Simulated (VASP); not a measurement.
# Ti (I4/mmm) in VASP: notebook

The runs below take Ti through single point, with PBE.

All numbers are computed with VASP 6.6.1; they aren't measurements. Logs are shortened: lines on timing, memory, paths and dates and some standing lists are left out, and cuts for length are marked.

## Step 1: The cell of the first run

The structure is tetragonal, space group I4/mmm (No. 139). Conventional cell: a = 3.256 Å, b = 3.256 Å, c = 2.930 Å, α = 90.00°, β = 90.00°, γ = 90.00°. Ti (site symmetry 4/mmm) has 14 Ti at 2.73 to 3.26 Å within 3.6 Å.

## Step 2: Single point, PBE (strain -0.1000 x Voigt [0, 1, 0, 0, 0, 0])

Contents of INCAR:

```
SYSTEM = Ti
ALGO = Fast
EDIFF = 1E-6
ENCUT = 520
GGA = PE
ISIF = 2
ISMEAR = 0
LASPH = .TRUE.
LCHARG = .FALSE.
LREAL = .FALSE.
LWAVE = .FALSE.
NBANDS = 12
NELM = 60
PREC = Accurate
SIGMA = 0.15
```

Contents of KPOINTS:

```
k-points
0
G
  26 26 26
  0 0 0
```

Contents of POSCAR:

```
Ti
1.0
   -1.6277527636      1.4649774872      1.6277527636
    1.6277527636     -1.4649774872      1.6277527636
    1.6277527636      1.4649774872     -1.6277527636
Ti
1
Direct
    0.0000000000      0.0000000000      0.0000000000
```

Potentials or basis: VASP PAW PBE potentials, release 64 (Ti_sv).

Started as:

```sh
cat potpaw_PBE.64/Ti_sv/POTCAR > POTCAR
mpirun -np 1 vasp_std > vasp.out
```

OUTCAR:

```text
SYSTEM = Ti
   EDIFF = 1E-6
   ENCUT = 520
   GGA = PE
   ISIF = 2
   ISMEAR = 0
   LASPH = .TRUE.
   LREAL = .FALSE.
   NELM = 60
   PREC = Accurate

 ion  position               nearest neighbor table
   1  0.000  0.000  0.000-

  LATTYP: Found a body centered tetragonal cell.
 ALAT       =     3.2555055272
 C/A-ratio  =     0.9000000000

  Lattice vectors:

 A1 = (  -1.6277527636,  -1.4649774872,   1.6277527636)
 A2 = (   1.6277527636,  -1.4649774872,  -1.6277527636)
 A3 = (   1.6277527636,   1.4649774872,   1.6277527636)

Analysis of symmetry for initial positions (statically):
=====================================================================
 Subroutine PRICEL returns:
 Original cell was already a primitive cell.

 Routine SETGRP: Setting up the symmetry group for a
 body centered tetragonal supercell.

 Subroutine GETGRP returns: Found 16 space group operations
 (whereof 16 operations were pure point group operations)
 out of a pool of 16 trial point group operations.

The static configuration has the point symmetry D_4h.

Analysis of symmetry for dynamics (positions and initial velocities):
=====================================================================
 Subroutine PRICEL returns:
 Original cell was already a primitive cell.

 Routine SETGRP: Setting up the symmetry group for a
 body centered tetragonal supercell.

 Subroutine GETGRP returns: Found 16 space group operations
 (whereof 16 operations were pure point group operations)
 out of a pool of 16 trial point group operations.

The dynamic configuration has the point symmetry D_4h.

 Subroutine INISYM returns: Found 16 space group operations
 (whereof 16 operations are pure point group operations),
 and found     1 'primitive' translations

----------------------------------------------------------------------------------------

                                     Primitive cell

  volume of cell :      15.5263

  direct lattice vectors                    reciprocal lattice vectors
    -1.627752764  1.464977487  1.627752764     0.000000000  0.341302173  0.307171956
     1.627752764 -1.464977487  1.627752764     0.307171956  0.000000000  0.307171956
     1.627752764  1.464977487 -1.627752764     0.307171956  0.341302173  0.000000000

  length of vectors
[... 85 lines left out ...]
   NFREE  =      0    steps in history (QN), initial steepest desc. (CG)
   ISIF   =      2    stress and relaxation
   ISYM   =      2    0-nonsym 1-usesym 2-fastsym
   POTIM  = 0.5000    time-step for ionic-motion
   TEBEG  =    0.0;   TEEND  =   0.0 temperature during run
   PSTRESS=    0.0 pullay stress
   NELECT =      12.0000    total number of electrons
   NUPDOWN=      -1.0000    fix difference up-down
   EMIN   =  10.00;   EMAX   =-10.00  energy-range for DOS
   EFERMI =   0.00;   METHOD = LEGACY
   ISMEAR =     0;   SIGMA  =   0.15  broadening in eV -4-tet -1-fermi 0-gaus
   EFERMI_NEDOS =   21; number of points for ismear=-14 and -15
   IALGO  =     68    algorithm
   IMIX   =      4    mixing-type and parameters
     AMIX     =   0.40;   BMIX     =  1.00
     AMIX_MAG =   1.60;   BMIX_MAG =  1.00
  volume/ion in A,a.u.               =      15.53       104.78
  Fermi-wavevector in a.u.,A,eV,Ry     =   1.502378  2.839083 30.710262  2.257141
  Thomas-Fermi vector in A             =   2.613627
   LORBIT       =      0    0 simple, 1 ext, 2 COOP (PROOUT), +10 PAW based schemes
   GGA     = PE    functional components
   LHFCALC =     F    Hartree Fock is set to
   AEXX    =    0.0000 exact exchange contribution
   IVDW    =     0    specifies the selected vdW correction
   LEPSILON=     F    determine dielectric tensor
   LRPA    =     F    only Hartree local field effects (RPA)
 non-spin polarized calculation
 RMM-DIIS sequential band-by-band and
 Gauss-broadening in eV      SIGMA  =   0.15
  energy-cutoff  :      520.00
  volume of cell :       15.53
 maximum number of plane-waves:       434
   NGX = 11   NGY = 11   NGZ = 11

 number of electron      12.0000004 magnetization

 Free energy of the ion-electron system (eV)
  ---------------------------------------------------
  ext. energy  EPLUGINS =         0.00000000
  ---------------------------------------------------
  free energy    TOTEN  =        -7.68279365 eV

  energy without entropy =       -7.66148752  energy(sigma->0) =       -7.67214058

 E-fermi :   9.3424     XC(G=0): -12.0305

 val. band max:        9.3416764270   @ k =   0.1154   0.3462   0.0000
 cond. band min:       9.3439112908   @ k =   0.4231  -0.4231   0.1538
 fundamental gap:      0.0022348638
 Fermi energy:         9.3424467010

 k-point     1 :       0.0000    0.0000    0.0000
  band No.  band energies     occupation
      1     -47.0325      2.00000
      2     -22.7332      2.00000
      3     -22.7332      2.00000
      4     -22.7215      2.00000
      5       3.1310      2.00000
      6       9.8241      0.00001
      7      10.7540      0.00000
      8      10.7540      0.00000
      9      11.7587      0.00000
     10      12.8527      0.00000
     11      26.8945      0.00000
     12      26.8945      0.00000
[... 331 lines left out ...]
 k-point    24 :       0.3462    0.0385    0.0000
  band No.  band energies     occupation
      1     -46.8529      2.00000
      2     -23.5286      2.00000
      3     -22.9927      2.00000
      4     -22.7791      2.00000
      5       6.3931      2.00000
      6       8.7454      2.00000
      7      10.0557      0.00000
      8      12.4255      0.00000
      9      12.8565      0.00000
     10      13.3911      0.00000
     11      21.7747      0.00000
     12      24.1379      0.00000

 [... further k-points ...]

------------------------ aborting loop because EDIFF is reached ----------------------------------------

  FORCE on cell =-STRESS in cart. coord.  units (eV):
  Direction    XX          YY          ZZ          XY          YZ          ZX
  --------------------------------------------------------------------------------------
  -------------------------------------------------------------------------------------
  Total        1.3352569      1.1047265      1.3352569     -0.0000000      0.0000000      0.0000000
  in kB      137.7867943    113.9980731    137.7867943     -0.0000000      0.0000000      0.0000000
  external PRESSURE =     129.8572206 kB  Pullay stress =       0.0000000 kB

 VOLUME and BASIS-vectors are now :
 -----------------------------------------------------------------------------
  energy-cutoff  :      520.00
  volume of cell :       15.53
      direct lattice vectors                 reciprocal lattice vectors
    -1.627752764  1.464977487  1.627752764     0.000000000  0.341302173  0.307171956
     1.627752764 -1.464977487  1.627752764     0.307171956  0.000000000  0.307171956
     1.627752764  1.464977487 -1.627752764     0.307171956  0.341302173  0.000000000

 POSITION                                       TOTAL-FORCE (eV/Angst)
 -----------------------------------------------------------------------------------
      0.00000      0.00000      0.00000         0.000000      0.000000      0.000000
 -----------------------------------------------------------------------------------
    total drift:                                0.000000     -0.000000     -0.000000

  FREE ENERGIE OF THE ION-ELECTRON SYSTEM (eV)
  ---------------------------------------------------
  free  energy   TOTEN  =        -7.6827936532 eV

  energy  without entropy=       -7.6614875167  energy(sigma->0) =       -7.67214058
```

OSZICAR:

```text
N       E                     dE             d eps       ncg     rms          rms(c)
DAV:   1     0.863165465618E+02    0.86317E+02   -0.65509E+03 32012   0.124E+03
DAV:   2    -0.429417929397E+01   -0.90611E+02   -0.88058E+02 32532   0.299E+02
DAV:   3    -0.840757233557E+01   -0.41134E+01   -0.40657E+01 43752   0.649E+01
[... 14 lines left out ...]
RMM:  18    -0.768278863974E+01   -0.40196E-05   -0.42683E-05 36035   0.285E-02    0.260E-03
RMM:  19    -0.768279081513E+01   -0.21754E-05   -0.22005E-05 30410   0.174E-02    0.410E-03
RMM:  20    -0.768279213070E+01   -0.13156E-05   -0.14027E-05 27066   0.120E-02    0.506E-03
RMM:  21    -0.768279314268E+01   -0.10120E-05   -0.10499E-05 23430   0.891E-03    0.591E-03
RMM:  22    -0.768279365323E+01   -0.51054E-06   -0.60259E-06 22736   0.713E-03
   1 F= -.76827937E+01 E0= -.76721406E+01  d E =-.213061E-01
```

stdout:

```text
POSCAR found type information on POSCAR Ti
 POSCAR found :  1 types and       1 ions
 scaLAPACK will be used
 LDA part: xc-table for (Slater+PW92), standard interpolation
 POSCAR, INCAR and KPOINTS ok, starting setup
 FFT: planning ... GRIDC
 FFT: planning ... GRID_SOFT
 FFT: planning ... GRID
 WAVECAR not read
 entering main loop
WARNING in EDDRMM: call to ZHEGV failed, returncode =   6  3      6
WARNING in EDDRMM: call to ZHEGV failed, returncode =   6  3      7
WARNING in EDDRMM: call to ZHEGV failed, returncode =   6  3      6
WARNING in EDDRMM: call to ZHEGV failed, returncode =   8  4      9
WARNING in EDDRMM: call to ZHEGV failed, returncode =   6  3      9
WARNING in EDDRMM: call to ZHEGV failed, returncode =   6  3      5
WARNING in EDDRMM: call to ZHEGV failed, returncode =   6  3      6
WARNING in EDDRMM: call to ZHEGV failed, returncode =   8  4     10
WARNING in EDDRMM: call to ZHEGV failed, returncode =   6  3      7
WARNING in EDDRMM: call to ZHEGV failed, returncode =   8  4      5
[... 7 lines left out ...]
WARNING in EDDRMM: call to ZHEGV failed, returncode =   6  3      8
WARNING in EDDRMM: call to ZHEGV failed, returncode =   6  3      5
WARNING in EDDRMM: call to ZHEGV failed, returncode =   6  3      6
WARNING in EDDRMM: call to ZHEGV failed, returncode =   8  4     12
WARNING in EDDRMM: call to ZHEGV failed, returncode =   6  3      5
WARNING in EDDRMM: call to ZHEGV failed, returncode =   6  3     10
WARNING in EDDRMM: call to ZHEGV failed, returncode =   6  3      8
WARNING in EDDRMM: call to ZHEGV failed, returncode =   8  4      5
WARNING in EDDRMM: call to ZHEGV failed, returncode =   6  3     10
WARNING in EDDRMM: call to ZHEGV failed, returncode =   6  3      7
```

It took 12 min on 1 thread of AMD EPYC 7R13, shared host; peak memory 0.31 GiB.

What came out:

| Item | Value |
| --- | --- |
| Free energy | -7.6828 eV |
| Pressure | 13.0 GPa |
| Band gap on the k mesh | zero (bands 6 and 7 overlap by 1.61 eV) |

Stress tensor (GPa, compression positive):
```
13.78  0.00  0.00
 0.00 11.40  0.00
 0.00  0.00 13.78
```

Caveat: the cell differs from its parent crystal (strain -0.1000 x Voigt [0, 1, 0, 0, 0, 0]); the cell stands under pressure.

## Step 3: Single point, PBE (strain -0.0750 x Voigt [0, 1, 0, 0, 0, 0])

Contents of INCAR:

```
SYSTEM = Ti
PREC     = Accurate       ! precision mode
ENCUT    = 520            ! plane-wave cutoff, eV
EDIFF    = 1E-6           ! SCF threshold, eV
ISMEAR   = 0              ! smearing method
SIGMA    = 0.15           ! smearing width, eV
LREAL    = .False.        ! projectors in reciprocal space
LASPH    = .True.         ! aspherical terms in the spheres
NELM     = 60             ! most SCF steps
ALGO     = Fast           ! electronic algorithm
ISIF     = 2              ! what is computed and relaxed
LWAVE    = .False.        ! write WAVECAR
LCHARG   = .False.        ! write CHGCAR
GGA      = PE             ! functional
NBANDS   = 12             ! bands
```

Contents of KPOINTS:

```
regular mesh
0
Gamma
  26 26 26
  0 0 0
```

Contents of POSCAR:

```
Ti
1.0
   -1.6277527636      1.5056713063      1.6277527636
    1.6277527636     -1.5056713063      1.6277527636
    1.6277527636      1.5056713063     -1.6277527636
Ti
1
Direct
    0.0000000000      0.0000000000      0.0000000000
```

Potentials or basis: VASP PAW PBE potentials, release 64 (Ti_sv).

Started as:

```sh
cat potpaw_PBE.64/Ti_sv/POTCAR > POTCAR
mpirun -np 1 vasp_std > vasp.out
```

OUTCAR:

```text
SYSTEM = Ti
   PREC = Accurate
   ENCUT = 520
   EDIFF = 1E-6
   ISMEAR = 0
   LREAL = .False.
   LASPH = .True.
   NELM = 60
   ISIF = 2
   GGA = PE

 ion  position               nearest neighbor table
   1  0.000  0.000  0.000-

  LATTYP: Found a body centered tetragonal cell.
 ALAT       =     3.2555055272
 C/A-ratio  =     0.9250000000

  Lattice vectors:

 A1 = (  -1.6277527636,  -1.5056713063,   1.6277527636)
 A2 = (   1.6277527636,  -1.5056713063,  -1.6277527636)
 A3 = (   1.6277527636,   1.5056713063,   1.6277527636)

Analysis of symmetry for initial positions (statically):
=====================================================================
 Subroutine PRICEL returns:
 Original cell was already a primitive cell.

 Routine SETGRP: Setting up the symmetry group for a
 body centered tetragonal supercell.

 Subroutine GETGRP returns: Found 16 space group operations
 (whereof 16 operations were pure point group operations)
 out of a pool of 16 trial point group operations.

The static configuration has the point symmetry D_4h.

Analysis of symmetry for dynamics (positions and initial velocities):
[... 172 lines left out ...]
      6       9.6512      0.00000
      7      10.3044      0.00000
      8      10.3044      0.00000
      9      11.5674      0.00000
     10      12.3393      0.00000
     11      26.5485      0.00000
     12      26.5485      0.00000
[... 331 lines left out ...]
 k-point    24 :       0.3462    0.0385    0.0000
  band No.  band energies     occupation
      1     -47.2256      2.00000
      2     -23.8592      2.00000
      3     -23.3661      2.00000
      4     -23.1601      2.00000
      5       6.1152      2.00000
      6       8.5356      1.99999
      7       9.6347      0.00000
      8      12.0352      0.00000
      9      12.3786      0.00000
     10      12.9690      0.00000
     11      21.0096      0.00000
     12      23.6292      0.00000

 [... further k-points ...]

------------------------ aborting loop because EDIFF is reached ----------------------------------------

  FORCE on cell =-STRESS in cart. coord.  units (eV):
  Direction    XX          YY          ZZ          XY          YZ          ZX
  --------------------------------------------------------------------------------------
  -------------------------------------------------------------------------------------
  Total        0.9907129      0.7539165      0.9907129      0.0000000      0.0000000      0.0000000
  in kB       99.4698215     75.6949237     99.4698215      0.0000000      0.0000000      0.0000000
  external PRESSURE =      91.5448556 kB  Pullay stress =       0.0000000 kB

 VOLUME and BASIS-vectors are now :
 -----------------------------------------------------------------------------
  energy-cutoff  :      520.00
  volume of cell :       15.96
      direct lattice vectors                 reciprocal lattice vectors
    -1.627752764  1.505671306  1.627752764     0.000000000  0.332077790  0.307171956
     1.627752764 -1.505671306  1.627752764     0.307171956  0.000000000  0.307171956
     1.627752764  1.505671306 -1.627752764     0.307171956  0.332077790  0.000000000

 POSITION                                       TOTAL-FORCE (eV/Angst)
 -----------------------------------------------------------------------------------
      0.00000      0.00000      0.00000         0.000000      0.000000      0.000000
 -----------------------------------------------------------------------------------
    total drift:                                0.000000     -0.000000     -0.000000

  FREE ENERGIE OF THE ION-ELECTRON SYSTEM (eV)
  ---------------------------------------------------
  free  energy   TOTEN  =        -7.7085441782 eV

  energy  without entropy=       -7.6854678920  energy(sigma->0) =       -7.69700604
```

Wall time 10 min (1 thread of AMD EPYC 7R13, shared host); peak memory 0.31 GiB.

Results:

| Property | Result |
| --- | --- |
| Free energy | -7.7085 eV |
| Pressure | 9.2 GPa |
| Band gap on the k mesh | zero (bands 6 and 7 overlap by 1.73 eV) |

Levels at points of the mesh, in eV from the Fermi level:
```
           k point  band 4  band 5  band 6  band 7  band 8  band 9
(0.00, 0.00, 0.00)  -32.14   -6.15    0.63    1.28    1.28    2.55
(0.50, 0.00, 0.00)  -32.18   -2.70   -0.74    1.62    2.99    3.71
(0.00, 0.50, 0.00)  -32.12   -2.67    0.02    1.03    2.48    3.17
(0.50, 0.50, 0.50)  -32.65   -2.54   -2.32    4.27    4.27    4.42
```

Caveat: the cell differs from its parent crystal (strain -0.0750 x Voigt [0, 1, 0, 0, 0, 0]); the cell stands under pressure.

## Step 4: Single point, PBE (strain +0.0750 x Voigt [0, 1, 0, 0, 0, 0])

Contents of INCAR:

```
SYSTEM = Ti
  ALGO = Fast
  EDIFF = 1E-6
  ENCUT = 520
  GGA = PE
  ISIF = 2
  ISMEAR = 0
  LASPH = .True.
  LCHARG = .False.
  LREAL = .False.
  LWAVE = .False.
  NBANDS = 12
  NELM = 80
  PREC = Accurate
  SIGMA = 0.15
```

Contents of KPOINTS:

```
k-points
0
Gamma
  26 26 26
  0 0 0
```

Contents of POSCAR:

```
Ti
1.0
   -1.6277527636      1.7498342209      1.6277527636
    1.6277527636     -1.7498342209      1.6277527636
    1.6277527636      1.7498342209     -1.6277527636
Ti
1
Direct
    0.0000000000      0.0000000000      0.0000000000
```

Started as:

```sh
cat potpaw_PBE.64/Ti_sv/POTCAR > POTCAR
mpirun -np 1 vasp_std > vasp.out
```

Run time: 16 min. Hardware: 1 thread of AMD EPYC 7R13, shared host; peak memory 0.36 GiB.

The run converged. Its results:

- Free energy: -7.7130 eV
- Pressure: -6.8 GPa
- Band gap on the k mesh: zero (bands 6 and 7 overlap by 1.52 eV)

Stress tensor (GPa, compression positive):
```
-7.33  0.00  0.00
 0.00 -5.65  0.00
 0.00  0.00 -7.33
```

Levels at points of the mesh, in eV from the Fermi level:
| k point | band 2 | band 3 | band 4 | band 5 | band 6 | band 7 | band 8 | band 9 | band 10 | band 11 |
| --- | --- | --- | --- | --- | --- | --- | --- | --- | --- | --- |
| (0.00, 0.00, 0.00) | -32.62 | -32.62 | -32.61 | -5.82 | 0.78 | 0.78 | 1.23 | 2.23 | 2.74 | 16.19 |
| (0.50, 0.00, 0.00) | -33.16 | -32.78 | -32.61 | -2.32 | -0.15 | 0.81 | 2.19 | 2.88 | 3.85 | 7.89 |
| (0.00, 0.50, 0.00) | -33.15 | -32.80 | -32.64 | -2.30 | -0.71 | 1.26 | 2.83 | 2.98 | 3.93 | 8.40 |
| (0.50, 0.50, 0.50) | -33.03 | -32.96 | -32.96 | -2.00 | -1.82 | 3.51 | 3.62 | 3.62 | 6.58 | 8.52 |

Caveat: the cell differs from its parent crystal (strain +0.0750 x Voigt [0, 1, 0, 0, 0, 0]); the cell stands under tension.

## Step 5: Overview

| cell | gap on the mesh (eV) | pressure (GPa) |
| --- | --- | --- |
| a = 2.729 Å, angles 106.8, 115.1, 106.8°, 1 atom | none | 13.0 |
| a = 2.751 Å, angles 107.4, 113.6, 107.4°, 1 atom | none | 9.2 |
| a = 2.892 Å, angles 111.5, 105.5, 111.5°, 1 atom | none | -6.8 |

Alike in all rows: task single point; level PBE; potentials or basis VASP PAW PBE potentials, release 64 (Ti_sv); no spin polarisation; k mesh 26 × 26 × 26; cutoff (eV) 520; smearing gaussian 0.15 eV.

Caveats: the cell stands under pressure (at least some runs); the cell stands under tension (at least some runs).

Total energies depend on the potentials used, so only differences within one code and one set of settings carry meaning.
